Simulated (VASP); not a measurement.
# V in VASP: notebook, part 2 of 2

VASP 6.6.1.

## 4. Single point, PBEsol, collinear spin, ferromagnetic start (equal xy, yz and zx shear strains of -1 %)

Contents of INCAR:

```
PREC     = Accurate       # precision mode
ENCUT    = 520            # plane-wave cutoff, eV
EDIFF    = 1E-6           # SCF threshold, eV
ISMEAR   = -1             # smearing method
SIGMA    = 0.03           # smearing width, eV
LREAL    = False          # projectors in reciprocal space
LASPH    = True           # aspherical terms in the spheres
NELM     = 150            # most SCF steps
ALGO     = Normal         # electronic algorithm
ISIF     = 2              # what is computed and relaxed
LWAVE    = False          # write WAVECAR
LCHARG   = True           # write CHGCAR
ISPIN    = 2              # spin polarisation
MAGMOM   = 1.5            # initial moments
LORBIT   = 11             # projections on sites
LMAXMIX  = 4              # l up to which the mixer works
GGA      = PS             # functional
LELF     = True           # ELF
LVHAR    = True         
NBANDS   = 16             # bands
```

Contents of KPOINTS:

```
Automatic mesh
0
Gamma
  19 19 19
```

Contents of POSCAR:

```
V
1.0
   -1.5281300000      1.5130000000      1.5130000000
    1.5130000000     -1.5281300000      1.5130000000
    1.5130000000      1.5130000000     -1.5281300000
V
1
Direct
    0.0000000000      0.0000000000      0.0000000000
```

Potentials or basis: VASP PAW PBE potentials, release 64 (V_sv).

Started as:

```
cat potpaw_PBE.64/V_sv/POTCAR > POTCAR
mpirun -np 1 vasp_std > vasp.out
```

OUTCAR:

```text
PREC = Accurate
   ENCUT = 520
   EDIFF = 1E-6
   ISMEAR = -1
   LREAL = False
   LASPH = True
   NELM = 150
   ISIF = 2
   ISPIN = 2
   LORBIT = 11
   GGA = PS

 ion  position               nearest neighbor table
   1  0.000  0.000  0.000-

  LATTYP: Found a trigonal (rhomboedric) cell.
 ALAT       =     2.6293572022
 COS(alpha) =    -0.3377371610

  Lattice vectors:

 A1 = (  -1.5281300000,   1.5130000000,   1.5130000000)
 A2 = (   1.5130000000,  -1.5281300000,   1.5130000000)
 A3 = (   1.5130000000,   1.5130000000,  -1.5281300000)

Analysis of symmetry for initial positions (statically):
=====================================================================
 Subroutine PRICEL returns:
 Original cell was already a primitive cell.

 Routine SETGRP: Setting up the symmetry group for a
 trigonal (rhombohedral) supercell.

 Subroutine GETGRP returns: Found 12 space group operations
 (whereof 12 operations were pure point group operations)
 out of a pool of 12 trial point group operations.

The static configuration has the point symmetry D_3d.

Analysis of symmetry for dynamics (positions and initial velocities):
=====================================================================
 Subroutine PRICEL returns:
 Original cell was already a primitive cell.

 Routine SETGRP: Setting up the symmetry group for a
 trigonal (rhombohedral) supercell.

 Subroutine GETGRP returns: Found 12 space group operations
 (whereof 12 operations were pure point group operations)
 out of a pool of 12 trial point group operations.

The dynamic configuration has the point symmetry D_3d.

Analysis of structural, dynamic, and magnetic symmetry:
=====================================================================
[... 136 lines left out ...]
   IVDW    =     0    specifies the selected vdW correction
   LEPSILON=     F    determine dielectric tensor
   LRPA    =     F    only Hartree local field effects (RPA)
 spin polarized calculation
  energy-cutoff  :      520.00
  volume of cell :       13.85
 maximum number of plane-waves:       384
   NGX =  9   NGY =  9   NGZ =  9

 number of electron      12.9999996 magnetization       0.0002383

 number of electron      12.9999996 magnetization      -0.0000166

 Free energy of the ion-electron system (eV)
  ---------------------------------------------------
  ext. energy  EPLUGINS =         0.00000000
  ---------------------------------------------------
  free energy    TOTEN  =        -9.60348216 eV

  energy without entropy =       -9.59807797  energy(sigma->0) =       -9.60078006

 E-fermi :   9.2129     XC(G=0): -12.9041

 val. band max:        9.2124209846   @ k =  -0.1053   0.2632   0.0526
 cond. band min:       9.2139627757   @ k =  -0.2632  -0.2632   0.1053
 fundamental gap:      0.0015417911
 Fermi energy:         9.2128806520

 spin component 1

 k-point     1 :       0.0000    0.0000    0.0000
  band No.  band energies     occupation
      1     -54.2915      1.00000
      2     -27.7485      1.00000
      3     -27.7485      1.00000
      4     -27.7105      1.00000
      5       2.6829      1.00000
      6       9.5194      0.00004
[... 435 lines left out ...]
      5       4.6983      1.00000
      6       8.9170      0.99995
[... 8 lines left out ...]
     15      35.4786      0.00000
     16      36.1136      0.00000

 [... further k-points ...]

 spin component 2

 k-point     1 :       0.0000    0.0000    0.0000
  band No.  band energies     occupation
      1     -54.2915      1.00000
      2     -27.7485      1.00000
      3     -27.7485      1.00000
      4     -27.7105      1.00000
      5       2.6829      1.00000
      6       9.5194      0.00004
[... 435 lines left out ...]
      5       4.6983      1.00000
      6       8.9170      0.99995
[... 8 lines left out ...]
     15      35.4786      0.00000
     16      36.1136      0.00000

 [... further k-points ...]

------------------------ aborting loop because EDIFF is reached ----------------------------------------

  FORCE on cell =-STRESS in cart. coord.  units (eV):
  Direction    XX          YY          ZZ          XY          YZ          ZX
  --------------------------------------------------------------------------------------
  -------------------------------------------------------------------------------------
  Total       -1.0048758     -1.0048758     -1.0048758      0.0155811      0.0155811      0.0155811
  in kB     -116.2194665   -116.2194665   -116.2194665      1.8020464      1.8020464      1.8020464
  external PRESSURE =    -116.2194665 kB  Pullay stress =       0.0000000 kB

 VOLUME and BASIS-vectors are now :
 -----------------------------------------------------------------------------
  energy-cutoff  :      520.00
  volume of cell :       13.85
      direct lattice vectors                 reciprocal lattice vectors
    -1.528130000  1.513000000  1.513000000     0.003321466  0.332146607  0.332146607
     1.513000000 -1.528130000  1.513000000     0.332146607  0.003321466  0.332146607
     1.513000000  1.513000000 -1.528130000     0.332146607  0.332146607  0.003321466

 POSITION                                       TOTAL-FORCE (eV/Angst)
 -----------------------------------------------------------------------------------
      0.00000      0.00000      0.00000        -0.000000      0.000000      0.000000
 -----------------------------------------------------------------------------------
    total drift:                                0.000000     -0.000000      0.000000

  FREE ENERGIE OF THE ION-ELECTRON SYSTEM (eV)
  ---------------------------------------------------
  free  energy   TOTEN  =        -9.6034821609 eV

  energy  without entropy=       -9.5980779666  energy(sigma->0) =       -9.60078006

 total charge

# of ion       s       p       d       tot
------------------------------------------
    1        2.335   6.214   3.061  11.610

 magnetization (x)

# of ion       s       p       d       tot
------------------------------------------
    1       -0.000   0.000   0.000   0.000
```

stdout:

```text
POSCAR found type information on POSCAR V
 POSCAR found :  1 types and       1 ions
 scaLAPACK will be used
 -----------------------------------------------------------------------------
|                                                                             |
|                                                                             |
|     You enforced a specific xc type in the INCAR file but a different       |
|     I HOPE YOU KNOW WHAT YOU ARE DOING!                                     |
|                                                                             |
 -----------------------------------------------------------------------------

 LDA part: xc-table for (Slater+PW92), standard interpolation
 POSCAR, INCAR and KPOINTS ok, starting setup
 FFT: planning ... GRIDC
 FFT: planning ... GRID_SOFT
 FFT: planning ... GRID
 WAVECAR not read
 entering main loop
```

Run time: 2.2 min. Hardware: 1 thread of AMD EPYC 9R45 (Zen 5), shared host; peak memory 0.27 GiB.

Results:

- Free energy: -9.6035 eV
- Pressure: -11.6 GPa
- Net moment: 0.00 μB per cell
- Valence electrons inside the program's atomic spheres: V 11.61

Levels at points of the mesh, in eV from the Fermi level:
Spin up:
```
           k point  band 5  band 6  band 7  band 8  band 9  band 10
(0.00, 0.00, 0.00)   -6.53    0.31    0.46    0.46    2.35     2.35
```
Spin down:
```csv
k point,band 3,band 4,band 5,band 6,band 7,band 8,band 9,band 10,band 11,band 12
"(0.00, 0.00, 0.00)",-36.96,-36.92,-6.53,0.31,0.46,0.46,2.35,2.35,20.04,20.39
```

Caveat: the cell differs from its parent crystal (equal xy, yz and zx shear strains of -1 %); the cell stands under tension; the moments typed at the start vanished in this run; the PAW data sets were made with another functional, which shifts forces and pressure a little.

## 5. The runs side by side

```csv
cell,gap on the mesh (eV),pressure (GPa),moment (μB)
"a = 2.655 Å, angles 109.5°, 1 atom",none,-17.1,0.00
"a = 2.647 Å, angles 110.3°, 1 atom",none,-11.4,0.00
"a = 2.629 Å, angles 109.7°, 1 atom",none,-11.6,0.00
```

Alike in all rows: task single point; level PBEsol; potentials or basis VASP PAW PBE potentials, release 64 (V_sv); spin collinear, ferromagnetic start; k mesh 19 × 19 × 19; cutoff (eV) 520; smearing fermi-dirac 0.03 eV.

Caveats: the cell stands under tension; the moments typed at the start vanished in this run; the PAW data sets were made with another functional, which shifts forces and pressure a little.

Total energies depend on the potentials used, so only differences within one code and one set of settings carry meaning.
